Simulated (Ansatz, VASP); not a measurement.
## MgS: VASP beside Ansatz

```
CELL_PARAMETERS angstrom
0.00000 2.82577 2.82577
2.82577 0.00000 2.82577
2.82577 2.82577 0.00000
ATOMIC_POSITIONS crystal
Mg 0.00000 0.00000 0.00000
S 0.25000 0.25000 0.25000
```

Alike in both runs: functional PBEsol; k mesh 8 × 8 × 8; occupations gaussian, width 0.02 eV; no spin polarisation.

Ansatz relaxed the structure, and its values are those at the end. VASP's run is a single point on that final structure, the one shown.

|  | VASP | Ansatz |
| --- | --- | --- |
| version | VASP 6.6.1 | Ansatz 0.2.0 |
| potentials or method | VASP PAW PBE potentials, release 64 (Mg, S), cutoff 600 eV | scalar-relativistic, plane waves, PAW |
| valence electrons in the cell | 8 | 16 |

```tsv
	VASP	Ansatz	Ansatz less VASP
gap on the k mesh at the Fermi level (eV)	3.32	3.32	-0.002
least direct gap on the mesh (eV)	3.32	3.32	-0.002
pressure (GPa)	-0.1	0.0	+0.07
```

VASP's potentials were made for PBE, not for PBEsol, and Ansatz warns of the same on its side. With one functional, cell and mesh, what is left measures potentials, basis and numerics. VASP's potentials hold 8 valence electrons a cell and Ansatz's 16, so a difference there can come from the potentials and not from the codes.
